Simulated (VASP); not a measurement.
**Na2S: single point with PBE**

Na2S:

```
Na S
1.0
     0.00000    3.25543    3.25543
     3.25543    0.00000    3.25543
     3.25543    3.25543    0.00000
Na S
2 1
Direct
  0.25000 0.25000 0.25000
  0.75000 0.75000 0.75000
  0.00000 0.00000 0.00000
```

```
Program             : VASP 6.6.1
Task                : single point
Functional          : PBE
Potentials or basis : VASP PAW PBE potentials, release 64 (Na_pv, S)
Cutoff              : 500 eV
k mesh              : 4 × 4 × 4
Occupations         : gaussian, width 0.01 eV
Spin                : no spin polarisation
```

The pressure is 0.9 GPa. The band gap on the k mesh is 2.53 eV, direct.

Levels at points of the mesh, in eV from the valence-band top:
```csv
k point,band 8,band 9,band 10,band 11,band 12,band 13
"(0.00, 0.00, 0.00)",0.00,0.00,0.00,2.53,7.79,7.79
"(0.50, 0.00, 0.00)",-1.66,-0.13,-0.13,4.85,6.51,7.18
"(0.50, 0.50, 0.00)",-1.49,-0.46,-0.46,3.85,6.05,8.57
```

Run time: 20 s on 1 thread of Intel(R) Xeon(R) Platinum 8488C (Sapphire Rapids), with other jobs on the host, peak memory 0.19 GiB.
